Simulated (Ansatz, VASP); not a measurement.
NaI in VASP and in Ansatz

```
Na I
1.0
     0.00000    3.23640    3.23640
     3.23640    0.00000    3.23640
     3.23640    3.23640    0.00000
Na I
1 1
Cartesian
  0.0000 0.0000 0.0000
  3.2364 3.2364 3.2364
```

Alike in both runs: task single point; functional LDA; k mesh 8 × 8 × 8; occupations fermi-dirac, width 0.02 eV; no spin polarisation.

|  | VASP | Ansatz |
| --- | --- | --- |
| version | VASP 6.6.1 | Ansatz 0.2.0 |
| potentials or method | VASP PAW LDA potentials, release 64 (Na_pv, I), cutoff 520 eV | all-electron LAPW, scalar-relativistic |

```csv
,VASP,Ansatz,Ansatz less VASP
gap on the k mesh at the Fermi level (eV),3.35,3.33,-0.013
pressure (GPa),-1.6,-1.6,-0.02
```

LDA's correlation is that of Perdew and Zunger in VASP and of Perdew and Wang (1992) in Ansatz. Ansatz ran all-electron here, and VASP with PAW potentials.

Neither program's run includes spin-orbit coupling.
